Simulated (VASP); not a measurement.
# BN in VASP: a series of runs

The runs below take BN through relaxation of the atoms, single point, with PBEsol.

All numbers are computed with VASP 6.6.1; they aren't measurements. Logs are shortened: lines on timing, memory, paths and dates and some standing lists are left out, and cuts for length are marked.

### 1 The cell of the first run

The cell holds a slab with vacuum, 8 atoms: a = 2.504 Å, b = 2.504 Å, c = 25.446 Å, α = 90.00°, β = 90.00°, γ = 120.00°.

### 2 Relaxation of the atoms, PBEsol

INCAR

```
SYSTEM = BN
ALGO = Normal ; DIPOL = 0.5 0.5 0.500
EDIFF = 1E-7 ; EDIFFG = -0.02
ENCUT = 520 ; GGA = PS
IBRION = 2 ; IDIPOL = 3
ISIF = 2 ; ISMEAR = 0
LASPH = .True. ; LCHARG = .False.
LDIPOL = .True. ; LREAL = .False.
LWAVE = .False. ; NELM = 60
NSW = 80 ; PREC = Accurate
SIGMA = 0.05
```

KPOINTS

```
k-points
0
Gamma
  12 12 1
  0 0 0
```

POSCAR

```
BN
1.0
    2.5041946702      0.0000000000      0.0000000000
   -1.2520973351      2.1686962004      0.0000000000
    0.0000000000      0.0000000000     25.4461306388
B N
4 4
Direct
    0.6666666667      0.3333333333      0.2947402930
    0.3333333333      0.6666666667      0.4315598863
    0.0000000000      0.0000000000      0.5683794796
    0.6666666667      0.3333333333      0.7051990729
    0.3333333333      0.6666666667      0.2948009271
    0.0000000000      0.0000000000      0.4316205204
    0.6666666667      0.3333333333      0.5684401137
    0.3333333333      0.6666666667      0.7052597070
```

Potentials or basis: VASP PAW PBE potentials, release 64 (B, N).

On the command line:

```console
> cat potpaw_PBE.64/B/POTCAR potpaw_PBE.64/N/POTCAR > POTCAR
> mpirun -np 1 vasp_std > vasp.out
```

OUTCAR:

```text
SYSTEM = BN
   EDIFF = 1E-7
   EDIFFG = -0.02
   ENCUT = 520
   GGA = PS
   IBRION = 2
   ISIF = 2
   ISMEAR = 0
   LASPH = .True.
   LREAL = .False.
   NELM = 60
   NSW = 80
   PREC = Accurate

 ion  position               nearest neighbor table
   1  0.667  0.333  0.295-   5 1.45   5 1.45   5 1.45
   2  0.333  0.667  0.432-   6 1.45   6 1.45   6 1.45
   3  0.000  0.000  0.568-   7 1.45   7 1.45   7 1.45
   4  0.667  0.333  0.705-   8 1.45   8 1.45   8 1.45
   5  0.333  0.667  0.295-   1 1.45   1 1.45   1 1.45
   6  0.000  0.000  0.432-   2 1.45   2 1.45   2 1.45
   7  0.667  0.333  0.568-   3 1.45   3 1.45   3 1.45
   8  0.333  0.667  0.705-   4 1.45   4 1.45   4 1.45

  LATTYP: Found a hexagonal cell.
 ALAT       =     2.5041946702
 C/A-ratio  =    10.1614027622

  Lattice vectors:

 A1 = (   2.5041946702,   0.0000000000,   0.0000000000)
 A2 = (  -1.2520973351,   2.1686962004,   0.0000000000)
 A3 = (   0.0000000000,   0.0000000000,  25.4461306388)

Analysis of symmetry for initial positions (statically):
=====================================================================
 Subroutine PRICEL returns:
 Original cell was already a primitive cell.

 Routine SETGRP: Setting up the symmetry group for a
 hexagonal supercell.

 Subroutine GETGRP returns: Found  6 space group operations
 (whereof  6 operations were pure point group operations)
 out of a pool of 24 trial point group operations.

The static configuration has the point symmetry C_3v.

Analysis of symmetry for dynamics (positions and initial velocities):
=====================================================================
 Subroutine PRICEL returns:
 Original cell was already a primitive cell.

 Routine SETGRP: Setting up the symmetry group for a
 hexagonal supercell.

 Subroutine GETGRP returns: Found  6 space group operations
 (whereof  6 operations were pure point group operations)
 out of a pool of 24 trial point group operations.

[... 177 lines left out ...]
     0.000000000  0.000000000 25.446130639     0.000000000  0.000000000  0.039298706

 POSITION                                       TOTAL-FORCE (eV/Angst)
 -----------------------------------------------------------------------------------
      1.25210      0.72290      7.50000         0.000000     -0.000000      0.043525
     -0.00000      1.44580     10.98153         0.000000      0.000000      0.016011
      0.00000      0.00000     14.46306        -0.000000      0.000000      0.016189
      1.25210      0.72290     17.94459         0.000000      0.000000     -0.005091
     -0.00000      1.44580      7.50154         0.000000      0.000000     -0.045363
      0.00000      0.00000     10.98307         0.000000      0.000000     -0.016552
      1.25210      0.72290     14.46460         0.000000      0.000000     -0.015709
     -0.00000      1.44580     17.94613         0.000000     -0.000000      0.006991
 -----------------------------------------------------------------------------------
    total drift:                                0.000000     -0.000000     -0.000123

  FREE ENERGIE OF THE ION-ELECTRON SYSTEM (eV)
  ---------------------------------------------------
  free  energy   TOTEN  =       -73.1317544062 eV

  energy  without entropy=      -73.1317544062  energy(sigma->0) =      -73.13175441

--------------------------------------- Ionic step        2  -------------------------------------------

 number of electron      31.9999999 magnetization

 dipolmoment           0.000000      0.000000      0.006841 electrons x Angstroem

 Free energy of the ion-electron system (eV)
  ---------------------------------------------------
  ext. energy  EPLUGINS =         0.00000000
  ---------------------------------------------------
  free energy    TOTEN  =       -73.13182784 eV

  energy without entropy =      -73.13182784  energy(sigma->0) =      -73.13182784

 E-fermi :  -1.3241     XC(G=0):  -5.7531

 val. band max:       -1.5584740943   @ k =   0.3333   0.3333   0.0000
 cond. band min:       2.6319506950   @ k =   0.5000  -0.0000   0.0000
 fundamental gap:      4.1904247892
 Fermi energy:        -1.3241428553

 k-point     1 :       0.0000    0.0000    0.0000
  band No.  band energies     occupation
      1     -19.4372      2.00000
      2     -19.3425      2.00000
      3     -19.2585      2.00000
      4     -19.1521      2.00000
      5      -7.6442      2.00000
      6      -7.2384      2.00000
[... 445 lines left out ...]
     20       3.0879      0.00000
     21      10.2340      0.00000

------------------------ aborting loop because EDIFF is reached ----------------------------------------

 vacuum level on the upper side and lower side of the slab       (xc-potential included)        -0.103        -0.330

  FORCE on cell =-STRESS in cart. coord.  units (eV):
  Direction    XX          YY          ZZ          XY          YZ          ZX
  --------------------------------------------------------------------------------------
  -------------------------------------------------------------------------------------
  Total        0.2062148      0.2062148     -0.0565834      0.0000000      0.0000000      0.0000000
  in kB        2.3907925      2.3907925     -0.6560106      0.0000000      0.0000000      0.0000000
  external PRESSURE =       1.3751915 kB  Pullay stress =       0.0000000 kB

 VOLUME and BASIS-vectors are now :
 -----------------------------------------------------------------------------
  energy-cutoff  :      520.00
  volume of cell :      138.19
      direct lattice vectors                 reciprocal lattice vectors
     2.504194670  0.000000000  0.000000000     0.399329977  0.230553270  0.000000000
    -1.252097335  2.168696200  0.000000000     0.000000000  0.461106539  0.000000000
     0.000000000  0.000000000 25.446130639     0.000000000  0.000000000  0.039298706

 POSITION                                       TOTAL-FORCE (eV/Angst)
 -----------------------------------------------------------------------------------
      1.25210      0.72290      7.50210         0.000000     -0.000000     -0.017692
     -0.00000      1.44580     10.98230        -0.000000     -0.000000     -0.006408
      2.50419      0.00000     14.46384         0.000000      0.000000     -0.005673
      1.25210      0.72290     17.94434        -0.000000     -0.000000      0.003148
     -0.00000      1.44580      7.49935        -0.000000     -0.000000      0.015924
      0.00000      0.00000     10.98227         0.000000     -0.000000      0.005804
      1.25210      0.72290     14.46384        -0.000000     -0.000000      0.006232
     -0.00000      1.44580     17.94647         0.000000     -0.000000     -0.001336
 -----------------------------------------------------------------------------------
    total drift:                                0.000000     -0.000000      0.000413

  FREE ENERGIE OF THE ION-ELECTRON SYSTEM (eV)
  ---------------------------------------------------
  free  energy   TOTEN  =       -73.1318278383 eV

  energy  without entropy=      -73.1318278383  energy(sigma->0) =      -73.13182784

 reached required accuracy - stopping structural energy minimisation

 vacuum level on the upper side and lower side of the slab         4.165         3.945
```

OSZICAR:

```text
N       E                     dE             d eps       ncg     rms          rms(c)
DAV:   1     0.241976990245E+03    0.24198E+03   -0.14761E+04   798   0.130E+03
DAV:   2    -0.535944448200E+02   -0.29557E+03   -0.28079E+03  1193   0.307E+02
DAV:   3    -0.795296065449E+02   -0.25935E+02   -0.25686E+02   962   0.103E+02
DAV:   4    -0.802165296880E+02   -0.68692E+00   -0.68567E+00   968   0.192E+01
[... 24 lines left out ...]
DAV:   3    -0.731318305891E+02    0.59554E-05   -0.10993E-05   984   0.340E-02    0.109E-02
DAV:   4    -0.731318272822E+02    0.33069E-05   -0.44239E-06   978   0.348E-02    0.242E-03
DAV:   5    -0.731318274341E+02   -0.15189E-06   -0.54115E-06   992   0.204E-02    0.169E-03
DAV:   6    -0.731318277548E+02   -0.32077E-06   -0.12703E-06   910   0.804E-03    0.130E-03
DAV:   7    -0.731318278383E+02   -0.83498E-07   -0.87401E-08   704   0.317E-03
   2 F= -.73131828E+02 E0= -.73131828E+02  d E =-.734321E-04
```

CONTCAR:

```text
BN
   1.00000000000000
     2.5041946702000000    0.0000000000000000    0.0000000000000000
    -1.2520973351000000    2.1686962003999999    0.0000000000000000
     0.0000000000000000    0.0000000000000000   25.4461306387999997
  B               N
     4     4
Direct
     0.6666666667000030    0.3333333332999970    0.2948228113507414
     0.3333333332999970    0.6666666667000030    0.4315902403256800
     1.0000000000000000    0.0000000000000000    0.5684101715485204
     0.6666666667000030    0.3333333332999970    0.7051894204617503
     0.3333333332999970    0.6666666667000030    0.2947149243911570
     0.0000000000000000    0.0000000000000000    0.4315891398511381
     0.6666666667000030    0.3333333332999970    0.5684103316920069
     0.3333333332999970    0.6666666667000030    0.7052729603790059

  0.00000000E+00  0.00000000E+00  0.00000000E+00
  0.00000000E+00  0.00000000E+00  0.00000000E+00
  0.00000000E+00  0.00000000E+00  0.00000000E+00
  0.00000000E+00  0.00000000E+00  0.00000000E+00
  0.00000000E+00  0.00000000E+00  0.00000000E+00
  0.00000000E+00  0.00000000E+00  0.00000000E+00
  0.00000000E+00  0.00000000E+00  0.00000000E+00
  0.00000000E+00  0.00000000E+00  0.00000000E+00
```

Run time: 2.7 min. Hardware: 1 thread of AMD EPYC 7R13, shared host; peak memory 0.25 GiB.

Results:

```
Free energy                  : -73.1318 eV
Energy gained by relaxing    : 0.0 meV/atom
Ionic steps                  : 2
Largest force after relaxing : 0.018 eV/Å
Band gap on the k mesh       : 4.19 eV (least direct gap 4.38 eV)
```

Forces on the atoms (eV/Å):
```
B    0.000  0.000 -0.018
B    0.000  0.000 -0.006
B    0.000  0.000 -0.006
B    0.000  0.000  0.003
N    0.000  0.000  0.016
N    0.000  0.000  0.006
N    0.000  0.000  0.006
N    0.000  0.000 -0.001
```

Final structure:
```
B N
1.0
     2.50419    0.00000    0.00000
    -1.25210    2.16870    0.00000
     0.00000    0.00000   25.44613
B N
4 4
Direct
  0.66667 0.33333 0.29482
  0.33333 0.66667 0.43159
  0.00000 0.00000 0.56841
  0.66667 0.33333 0.70519
  0.33333 0.66667 0.29471
  0.00000 0.00000 0.43159
  0.66667 0.33333 0.56841
  0.33333 0.66667 0.70527
```

Caveat: the PAW data sets were made with another functional, which shifts forces and pressure a little.

(Continued in part 2 of 2.)
